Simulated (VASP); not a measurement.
# BAs (F-43m) in VASP: a series of runs

BAs is run at these levels: LDA; tasks: single point.

Program: VASP 6.6.1. These are calculated values, not measurements. Logs are shortened: lines on timing, memory, paths and dates and some standing lists are left out, and cuts for length are marked.

## 1. The cell of the first run

It takes space group F-43m (No. 216, cubic). The conventional cell has a = 4.679 Å, b = 4.679 Å, c = 4.679 Å, α = 90.00°, β = 90.00°, γ = 90.00°. Within 2.7 Å of B (site symmetry -43m) lie 4 As at 2.03 Å. Within 2.7 Å of As (site symmetry -43m) lie 4 B at 2.03 Å.

## 2. Single point, LDA (volume scaled by 0.94)

The input, INCAR:

```
SYSTEM = BAs
ALGO = Normal
EDIFF = 1E-6
ENCUT = 520
ISIF = 2
ISMEAR = -1
LASPH = .TRUE.
LCHARG = .TRUE.
LELF = .TRUE.
LREAL = .FALSE.
LVHAR = .TRUE.
LWAVE = .FALSE.
NBANDS = 11
NELM = 60
PREC = Accurate
SIGMA = 0.05
```

The input, KPOINTS:

```
k-points
0
G
  13 13 13
  0 0 0
```

The input, POSCAR:

```
BAs
1.0
    0.0000000000      2.3397414207      2.3397414207
    2.3397414207      0.0000000000      2.3397414207
    2.3397414207      2.3397414207      0.0000000000
B As
1 1
Direct
    0.0000000000      0.0000000000      0.0000000000
    0.7500000000      0.7500000000      0.7500000000
```

Potentials or basis: VASP PAW LDA potentials, release 64 (B, As).

The run is started by

```bash
cat potpaw_LDA.64/B/POTCAR potpaw_LDA.64/As/POTCAR > POTCAR
mpirun -np 1 vasp_std > vasp.out
```

OUTCAR:

```text
SYSTEM = BAs
   EDIFF = 1E-6
   ENCUT = 520
   ISIF = 2
   ISMEAR = -1
   LASPH = .TRUE.
   LREAL = .FALSE.
   NELM = 60
   PREC = Accurate

 ion  position               nearest neighbor table
   1  0.000  0.000  0.000-   2 2.03   2 2.03   2 2.03   2 2.03
   2  0.750  0.750  0.750-   1 2.03   1 2.03   1 2.03   1 2.03

  LATTYP: Found a face centered cubic cell.
 ALAT       =     4.6794828414

  Lattice vectors:

 A1 = (   0.0000000000,   2.3397414207,   2.3397414207)
 A2 = (   2.3397414207,   0.0000000000,   2.3397414207)
 A3 = (   2.3397414207,   2.3397414207,   0.0000000000)

Analysis of symmetry for initial positions (statically):
=====================================================================
 Subroutine PRICEL returns:
 Original cell was already a primitive cell.

 Routine SETGRP: Setting up the symmetry group for a
 face centered cubic supercell.

 Subroutine GETGRP returns: Found 24 space group operations
 (whereof 24 operations were pure point group operations)
 out of a pool of 48 trial point group operations.

The static configuration has the point symmetry T_d .

Analysis of symmetry for dynamics (positions and initial velocities):
=====================================================================
 Subroutine PRICEL returns:
 Original cell was already a primitive cell.

 Routine SETGRP: Setting up the symmetry group for a
 face centered cubic supercell.

 Subroutine GETGRP returns: Found 24 space group operations
 (whereof 24 operations were pure point group operations)
 out of a pool of 48 trial point group operations.

The dynamic configuration has the point symmetry T_d .

 Subroutine INISYM returns: Found 24 space group operations
 (whereof 24 operations are pure point group operations),
 and found     1 'primitive' translations

----------------------------------------------------------------------------------------

                                     Primitive cell

  volume of cell :      25.6173

  direct lattice vectors                    reciprocal lattice vectors
     0.000000000  2.339741421  2.339741421    -0.213698828  0.213698828  0.213698828
     2.339741421  0.000000000  2.339741421     0.213698828 -0.213698828  0.213698828
     2.339741421  2.339741421  0.000000000     0.213698828  0.213698828 -0.213698828

  length of vectors
     3.308894050  3.308894050  3.308894050     0.370137228  0.370137228  0.370137228

  position of ions in fractional coordinates (direct lattice)
     0.000000000  0.000000000  0.000000000
     0.750000000  0.750000000  0.750000000

  ion indices of the primitive-cell ions
   primitive index   ion index
                 1           1
[... 78 lines left out ...]
   NFREE  =      0    steps in history (QN), initial steepest desc. (CG)
   ISIF   =      2    stress and relaxation
   ISYM   =      2    0-nonsym 1-usesym 2-fastsym
   POTIM  = 0.5000    time-step for ionic-motion
   TEBEG  =    0.0;   TEEND  =   0.0 temperature during run
   PSTRESS=    0.0 pullay stress
   NELECT =       8.0000    total number of electrons
   NUPDOWN=      -1.0000    fix difference up-down
   EMIN   =  10.00;   EMAX   =-10.00  energy-range for DOS
   EFERMI =   0.00;   METHOD = LEGACY
   ISMEAR =    -1;   SIGMA  =   0.05  broadening in eV -4-tet -1-fermi 0-gaus
   EFERMI_NEDOS =   21; number of points for ismear=-14 and -15
   IALGO  =     38    algorithm
   IMIX   =      4    mixing-type and parameters
     AMIX     =   0.40;   BMIX     =  1.00
     AMIX_MAG =   1.60;   BMIX_MAG =  1.00
  volume/ion in A,a.u.               =      12.81        86.44
  Fermi-wavevector in a.u.,A,eV,Ry     =   1.110692  2.098903 16.784646  1.233637
  Thomas-Fermi vector in A             =   2.247246
   LORBIT       =      0    0 simple, 1 ext, 2 COOP (PROOUT), +10 PAW based schemes
   GGA     = CA    functional components
   LHFCALC =     F    Hartree Fock is set to
   AEXX    =    0.0000 exact exchange contribution
   IVDW    =     0    specifies the selected vdW correction
   LEPSILON=     F    determine dielectric tensor
   LRPA    =     F    only Hartree local field effects (RPA)
 non-spin polarized calculation
  energy-cutoff  :      520.00
  volume of cell :       25.62
 maximum number of plane-waves:       702
 NGX is ok and might be reduce to    28
   NGX = 13   NGY = 13   NGZ = 13

 number of electron       8.0000000 magnetization

 Free energy of the ion-electron system (eV)
  ---------------------------------------------------
  ext. energy  EPLUGINS =         0.00000000
  ---------------------------------------------------
  free energy    TOTEN  =       -12.90639447 eV

  energy without entropy =      -12.90639434  energy(sigma->0) =      -12.90639441

 E-fermi :   7.3922     XC(G=0): -11.0436

 val. band max:        6.8733911929   @ k =   0.0000   0.0000   0.0000
 cond. band min:       7.9475807507   @ k =   0.3846   0.3846   0.0000
 fundamental gap:      1.0741895578
 Fermi energy:         7.3922309717

 k-point     1 :       0.0000    0.0000    0.0000
  band No.  band energies     occupation
      1      -9.0790      2.00000
      2       6.8734      1.99994
      3       6.8734      1.99994
      4       6.8734      1.99994
      5      10.2053      0.00000
      6      10.2053      0.00000
      7      10.2053      0.00000
      8      12.3697      0.00000
      9      16.5516      0.00000
     10      20.1682      0.00000
     11      20.1682      0.00000
[... 309 lines left out ...]
 k-point    24 :       0.4615    0.1538    0.0000
  band No.  band energies     occupation
      1      -6.1586      2.00000
      2      -1.3094      2.00000
      3       3.4500      2.00000
      4       4.1617      2.00000
      5       9.9946      0.00000
      6      12.4943      0.00000
      7      13.3176      0.00000
      8      14.9696      0.00000
      9      18.7674      0.00000
     10      21.2900      0.00000
     11      22.3064      0.00000

 [... further k-points ...]
[... 5 lines left out ...]
  --------------------------------------------------------------------------------------
  -------------------------------------------------------------------------------------
  Total        1.0236898      1.0236898      1.0236898     -0.0000000     -0.0000000     -0.0000000
  in kB       64.0243790     64.0243790     64.0243790     -0.0000000     -0.0000000     -0.0000000
  external PRESSURE =      64.0243790 kB  Pullay stress =       0.0000000 kB

 VOLUME and BASIS-vectors are now :
 -----------------------------------------------------------------------------
  energy-cutoff  :      520.00
  volume of cell :       25.62
      direct lattice vectors                 reciprocal lattice vectors
     0.000000000  2.339741421  2.339741421    -0.213698828  0.213698828  0.213698828
     2.339741421  0.000000000  2.339741421     0.213698828 -0.213698828  0.213698828
     2.339741421  2.339741421  0.000000000     0.213698828  0.213698828 -0.213698828

 POSITION                                       TOTAL-FORCE (eV/Angst)
 -----------------------------------------------------------------------------------
      0.00000      0.00000      0.00000        -0.000000     -0.000000     -0.000000
      3.50961      3.50961      3.50961         0.000000      0.000000      0.000000
 -----------------------------------------------------------------------------------
    total drift:                                0.000000      0.000000      0.000000

  FREE ENERGIE OF THE ION-ELECTRON SYSTEM (eV)
  ---------------------------------------------------
  free  energy   TOTEN  =       -12.9063944705 eV

  energy  without entropy=      -12.9063943449  energy(sigma->0) =      -12.90639441
```

stdout:

```text
POSCAR found type information on POSCAR B As
 POSCAR found :  2 types and       2 ions
 scaLAPACK will be used
 LDA part: xc-table for (Slater(with rela. corr.)+CA(PZ))
 , standard interpolation
 POSCAR, INCAR and KPOINTS ok, starting setup
 FFT: planning ... GRIDC
 FFT: planning ... GRID_SOFT
 FFT: planning ... GRID
 WAVECAR not read
 entering main loop
```

Wall time 28 s (1 thread of Intel Xeon 6975P-C, shared host); peak memory 0.16 GiB.

What came out:

| Item | Value |
| --- | --- |
| Free energy | -12.9064 eV |
| Pressure | 6.4 GPa |
| Band gap on the k mesh | 1.07 eV, indirect (least direct gap 3.33 eV) |

## 3. Single point, LDA (volume scaled by 0.96)

The input, INCAR:

```
PREC     = Accurate       # precision mode
ENCUT    = 520            # plane-wave cutoff, eV
EDIFF    = 1E-6           # SCF threshold, eV
ISMEAR   = -1             # smearing method
SIGMA    = 0.05           # smearing width, eV
LREAL    = F              # projectors in reciprocal space
LASPH    = T              # aspherical terms in the spheres
NELM     = 100            # most SCF steps
ALGO     = Normal         # electronic algorithm
ISIF     = 2              # what is computed and relaxed
LWAVE    = F              # write WAVECAR
LCHARG   = T              # write CHGCAR
LELF     = T              # ELF
LVHAR    = T            
NBANDS   = 11             # bands
```

The input, KPOINTS:

```
Automatic mesh
0
Gamma
  13 13 13
```

The input, POSCAR:

```
BAs
1.0
    0.0000000000      2.3562190158      2.3562190158
    2.3562190158      0.0000000000      2.3562190158
    2.3562190158      2.3562190158      0.0000000000
B As
1 1
Direct
    0.0000000000      0.0000000000      0.0000000000
    0.7500000000      0.7500000000      0.7500000000
```

Potentials or basis: VASP PAW LDA potentials, release 64 (B, As).

The run is started by

```bash
cat potpaw_LDA.64/B/POTCAR potpaw_LDA.64/As/POTCAR > POTCAR
mpirun -np 1 vasp_std > vasp.out
```

Wall time 25 s (1 thread of Intel Xeon 6975P-C, shared host); peak memory 0.15 GiB.

Results (log left out):

* Free energy: -12.9223 eV
* Pressure: 2.9 GPa
* Band gap on the k mesh: 1.09 eV, indirect (least direct gap 3.30 eV)

Levels at points of the mesh, in eV from the valence-band top:
| k point | band 1 | band 2 | band 3 | band 4 | band 5 | band 6 | band 7 | band 8 | band 9 |
| --- | --- | --- | --- | --- | --- | --- | --- | --- | --- |
| (0.00, 0.00, 0.00) | -15.75 | 0.00 | 0.00 | 0.00 | 3.30 | 3.30 | 3.30 | 5.22 | 9.57 |

## 4. Single point, LDA (volume scaled by 0.98)

The input, INCAR:

```
SYSTEM = BAs
PREC = Accurate ; ENCUT = 520
EDIFF = 1E-6 ; ISMEAR = -1
SIGMA = 0.05 ; LREAL = .False.
LASPH = .True. ; NELM = 100
ALGO = Normal ; ISIF = 2
LWAVE = .False. ; LCHARG = .False.
GGA = CA ; NBANDS = 11
```

The input, KPOINTS:

```
Automatic mesh
0
Gamma
  13 13 13
  0 0 0
```

The input, POSCAR:

```
BAs
1.0
    0.0000000000      2.3724693156      2.3724693156
    2.3724693156      0.0000000000      2.3724693156
    2.3724693156      2.3724693156      0.0000000000
B As
1 1
Direct
    0.0000000000      0.0000000000      0.0000000000
    0.7500000000      0.7500000000      0.7500000000
```

Potentials or basis: VASP PAW LDA potentials, release 64 (B, As).

The run is started by

```bash
cat potpaw_LDA.64/B/POTCAR potpaw_LDA.64/As/POTCAR > POTCAR
mpirun -np 1 vasp_std > vasp.out
```

OUTCAR:

```text
SYSTEM = BAs
   PREC = Accurate
   ENCUT = 520
   EDIFF = 1E-6
   ISMEAR = -1
   LREAL = .False.
   LASPH = .True.
   NELM = 100
   ISIF = 2
   GGA = CA

 ion  position               nearest neighbor table
   1  0.000  0.000  0.000-   2 2.05   2 2.05   2 2.05   2 2.05
   2  0.750  0.750  0.750-   1 2.05   1 2.05   1 2.05   1 2.05

  LATTYP: Found a face centered cubic cell.
 ALAT       =     4.7449386312

  Lattice vectors:

[... 522 lines left out ...]

------------------------ aborting loop because EDIFF is reached ----------------------------------------

  FORCE on cell =-STRESS in cart. coord.  units (eV):
  Direction    XX          YY          ZZ          XY          YZ          ZX
  --------------------------------------------------------------------------------------
  -------------------------------------------------------------------------------------
  Total       -0.0410404     -0.0410404     -0.0410404      0.0000000      0.0000000     -0.0000000
  in kB       -2.4620126     -2.4620126     -2.4620126      0.0000000      0.0000000     -0.0000000
  external PRESSURE =      -2.4620126 kB  Pullay stress =       0.0000000 kB

 VOLUME and BASIS-vectors are now :
 -----------------------------------------------------------------------------
  energy-cutoff  :      520.00
  volume of cell :       26.71
      direct lattice vectors                 reciprocal lattice vectors
     0.000000000  2.372469316  2.372469316    -0.210750882  0.210750882  0.210750882
     2.372469316  0.000000000  2.372469316     0.210750882 -0.210750882  0.210750882
     2.372469316  2.372469316  0.000000000     0.210750882  0.210750882 -0.210750882

 POSITION                                       TOTAL-FORCE (eV/Angst)
 -----------------------------------------------------------------------------------
      0.00000      0.00000      0.00000         0.000000      0.000000      0.000000
      3.55870      3.55870      3.55870        -0.000000     -0.000000     -0.000000
 -----------------------------------------------------------------------------------
    total drift:                                0.000000      0.000000      0.000000

  FREE ENERGIE OF THE ION-ELECTRON SYSTEM (eV)
  ---------------------------------------------------
  free  energy   TOTEN  =       -12.9268600197 eV

  energy  without entropy=      -12.9268599292  energy(sigma->0) =      -12.92685997
```

stdout:

```text
POSCAR found type information on POSCAR B As
 POSCAR found :  2 types and       2 ions
 scaLAPACK will be used
 LDA part: xc-table for (Slater(with rela. corr.)+CA(PZ))
 , standard interpolation
 POSCAR, INCAR and KPOINTS ok, starting setup
 FFT: planning ... GRIDC
 FFT: planning ... GRID_SOFT
 FFT: planning ... GRID
 WAVECAR not read
 entering main loop
```

Wall time 20 s (1 thread of Intel Xeon 6975P-C, shared host); peak memory 0.16 GiB.

Results:

```
Free energy            : -12.9269 eV
Pressure               : -0.2 GPa
Band gap on the k mesh : 1.11 eV, indirect (least direct gap 3.28 eV)
```

Levels at points of the mesh, in eV from the valence-band top:
| k point | band 2 | band 3 | band 4 | band 5 | band 6 | band 7 |
| --- | --- | --- | --- | --- | --- | --- |
| (0.00, 0.00, 0.00) | 0.00 | 0.00 | 0.00 | 3.28 | 3.28 | 3.28 |

 A k mesh can miss the band edges.

## 5. Single point, LDA (volume scaled by 0.99)

The input, INCAR:

```
  ALGO = Normal
  EDIFF = 1E-6
  ENCUT = 520
  ISIF = 2
  ISMEAR = -1
  LASPH = True
  LCHARG = False
  LREAL = False
  LWAVE = False
  NBANDS = 11
  NELM = 100
  PREC = Accurate
  SIGMA = 0.05
```

The input, KPOINTS:

```
k-points
0
Gamma
  13 13 13
```

The input, POSCAR:

```
BAs
1.0
    0.0000000000      2.3805116460      2.3805116460
    2.3805116460      0.0000000000      2.3805116460
    2.3805116460      2.3805116460      0.0000000000
B As
1 1
Direct
    0.0000000000      0.0000000000      0.0000000000
    0.7500000000      0.7500000000      0.7500000000
```

The run is started by

```bash
cat potpaw_LDA.64/B/POTCAR potpaw_LDA.64/As/POTCAR > POTCAR
mpirun -np 1 vasp_std > vasp.out
```

Wall time 25 s (1 thread of Intel Xeon 6975P-C, shared host); peak memory 0.16 GiB.

Results (log left out):

| Quantity | Value |
| --- | --- |
| Free energy | -12.9253 eV |
| Pressure | -1.7 GPa |
| Band gap on the k mesh | 1.12 eV, indirect (least direct gap 3.26 eV) |

Levels at points of the mesh, in eV from the valence-band top:
```tsv
k point	band 1	band 2	band 3	band 4	band 5	band 6	band 7	band 8	band 9
(0.00, 0.00, 0.00)	-15.47	0.00	0.00	0.00	3.26	3.26	3.26	4.82	9.41
```

 A k mesh can miss the band edges.

## 6. Single point, LDA (volume scaled by 1.01)

The input, INCAR:

```
  ALGO = Normal
  EDIFF = 1E-6
  ENCUT = 520
  GGA = CA
  ISIF = 2
  ISMEAR = -1
  LASPH = T
  LCHARG = F
  LREAL = F
  LWAVE = F
  NBANDS = 11
  NELM = 80
  PREC = Accurate
  SIGMA = 0.05
```

KPOINTS is that of step 5.

The input, POSCAR:

```
BAs
1.0
    0.0000000000      2.3964352742      2.3964352742
    2.3964352742      0.0000000000      2.3964352742
    2.3964352742      2.3964352742      0.0000000000
B As
1 1
Direct
    0.0000000000      0.0000000000      0.0000000000
    0.7500000000      0.7500000000      0.7500000000
```

Potentials or basis: VASP PAW LDA potentials, release 64 (B, As).

The run is started by

```bash
cat potpaw_LDA.64/B/POTCAR potpaw_LDA.64/As/POTCAR > POTCAR
mpirun -np 1 vasp_std > vasp.out
```

Wall time 28 s (1 thread of Intel Xeon 6975P-C, shared host); peak memory 0.16 GiB.

Results (log left out):

- Free energy: -12.9149 eV
- Pressure: -4.4 GPa
- Band gap on the k mesh: 1.14 eV, indirect (least direct gap 3.24 eV)

Levels at points of the mesh, in eV from the valence-band top:
| k point | band 1 | band 2 | band 3 | band 4 | band 5 | band 6 | band 7 | band 8 |
| --- | --- | --- | --- | --- | --- | --- | --- | --- |
| (0.00, 0.00, 0.00) | -15.29 | 0.00 | 0.00 | 0.00 | 3.24 | 3.24 | 3.24 | 4.57 |

 A k mesh can miss the band edges.

## 7. The runs side by side

```csv
cell,gap on the mesh (eV),pressure (GPa)
"a = 3.309 Å, angles 60.0°, 2 atoms",1.07,6.4
"a = 3.332 Å, angles 60.0°, 2 atoms",1.09,2.9
"a = 3.355 Å, angles 60.0°, 2 atoms",1.11,-0.2
"a = 3.367 Å, angles 60.0°, 2 atoms",1.12,-1.7
"a = 3.389 Å, angles 60.0°, 2 atoms",1.14,-4.4
```

Alike in all rows: task single point; level LDA; potentials or basis VASP PAW LDA potentials, release 64 (B, As); no spin polarisation; k mesh 13 × 13 × 13; cutoff (eV) 520; smearing fermi-dirac 0.05 eV.

Total energies depend on the potentials used, so only differences within one code and one set of settings carry meaning.
